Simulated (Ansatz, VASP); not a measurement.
# Two plane-wave programs on C

INCAR

```
PREC = Accurate
ENCUT = 520
EDIFF = 1E-6
ISMEAR = 0
SIGMA = 0.15
LREAL = F
LASPH = T
NELM = 60
ALGO = Normal
ISIF = 2
LWAVE = F
LCHARG = F
GGA = PS
IVDW = 12
NBANDS = 16
```

Contents of KPOINTS:

```
regular mesh
0
Gamma
  21 21 8
```

The input POSCAR:

```
C
1.0
    2.5526230703      0.0000000000      0.0000000000
   -1.2763115352      2.2106364252      0.0000000000
    0.0000000000      0.0000000000      6.8333397395
C
4
Direct
    0.0000000000      0.0000000000      0.0025000000
    0.0000000000      0.0000000000      0.5025000000
    0.3333333333      0.6666666667      0.0025000000
    0.6666666667      0.3333333333      0.5025000000
```

Input for Ansatz:

```yaml
crystal:
  lattice:
    - [2.5526230703, 0.0, 0.0]
    - [-1.2763115352, 2.2106364252, 0.0]
    - [0.0, 0.0, 6.8333397395]
  atoms:
    - { symbol: C, position: [0.0, 0.0, 0.0025] }
    - { symbol: C, position: [0.0, 0.0, 0.5025] }
    - { symbol: C, position: [0.3333333333, 0.6666666667, 0.0025] }
    - { symbol: C, position: [0.6666666667, 0.3333333333, 0.5025] }
basis:
  ecutwfc: 520.0
kpoints:
  mp_grid: { grid: [21, 21, 8] }
hamiltonian:
  xc: pbesol
  pseudopotentials: { kind: paw, azcp: { folder: soft_1 } }
  dispersion: d3bj
scf:
  occupations: { method: gaussian, width: 0.15 }
output:
  forces: true
  stress: true
  eigenvalues: true
```

Alike in both runs: task single point; functional PBEsol; dispersion D3(BJ); k mesh 21 × 21 × 8; occupations gaussian, width 0.15 eV; no spin polarisation.

|  | VASP | Ansatz |
| --- | --- | --- |
| version | VASP 6.6.1 | Ansatz 0.2.0 |
| potentials or method | VASP PAW PBE potentials, release 64 (C), cutoff 520 eV | scalar-relativistic, plane waves, PAW |
| valence electrons in the cell | 16 | 16 |

Ansatz gave:

```
gap on the k mesh at the Fermi level (eV)                     : none
pressure (GPa)                                                : -27.5
traceless stress, the component that is largest in VASP (GPa) : 26.61
```

**Question.** What did VASP give for the same quantities?

**Answer.** gap on the k mesh at the Fermi level (eV): none; pressure (GPa): -26.9; traceless stress, the component that is largest in VASP (GPa): 25.97.

VASP's potentials were made for PBE, not for PBEsol, and Ansatz warns of the same on its side. A gap of «none» marks a metal or a gap that the smearing closes.
